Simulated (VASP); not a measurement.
Al: single point with PBEsol

Crystal: Al.

```
Al
1.0
    -1.57467    1.57467    1.57467
     1.57467   -1.57467    1.57467
     1.57467    1.57467   -1.57467
Al
1
Direct
  0.00000 0.00000 0.00000
```

```yaml
Program: VASP 6.6.1
Task: single point
Functional: PBEsol
Potentials_or_basis: VASP PAW PBE potentials, release 64 (Al)
Cutoff: 520 eV
k_mesh: 12 × 12 × 12
Occupations: fermi-dirac, width 0.05 eV
Spin: no spin polarisation
Dipole_correction: no
Further_INCAR_settings: ALGO = Fast; EDIFF = 1e-06; NBANDS = 8
```

```json
{"Pressure": "5.0 GPa"}
```

Levels at points of the mesh, in eV from the Fermi level:
```csv
k point,band 1,band 2,band 3,band 4,band 5
"(0.00, 0.00, 0.00)",-11.51,13.58,13.58,13.58,15.51
"(0.50, 0.00, 0.00)",-4.52,-3.91,8.39,8.59,10.36
"(0.50, 0.50, 0.50)",1.97,1.97,1.97,2.89,2.89
```

Run time: 15 s on 1 thread of Intel Xeon 8259CL, with other jobs on the host, peak memory 0.12 GiB.

Caveat: the PAW data sets were made with another functional, which shifts forces and pressure a little.
